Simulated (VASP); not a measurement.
BN:

```
CELL_PARAMETERS angstrom
0.00000 1.74583 1.74583
1.74583 0.00000 1.74583
1.74583 1.74583 0.00000
ATOMIC_POSITIONS crystal
B 0.00000 0.00000 0.00000
N 0.50000 0.50000 0.50000
```

Base run:

* Program: VASP 6.6.1
* Functional: r2SCAN
* Potentials or basis: VASP PAW PBE potentials, release 64 (B, N)
* Cutoff: 520 eV
* k mesh: 12 × 12 × 12
* Occupations: gaussian, width 0.01 eV
* Spin: no spin polarisation

Its results: band gap on the k mesh 1.33 eV, indirect (least direct gap 6.51 eV); pressure 0.4 GPa.

**Question.** The run is repeated on the same cell with these changes: functional from r2SCAN to PBE; occupations from gaussian, width 0.01 eV to fermi-dirac, width 0.02 eV. What comes out?

**Answer.** Band gap on the k mesh 1.20 eV, indirect (least direct gap 5.85 eV); pressure 3.9 GPa.

Caveats: the PAW data sets were made with another functional, which shifts forces and pressure a little (some runs).

A k mesh can miss the band edges.
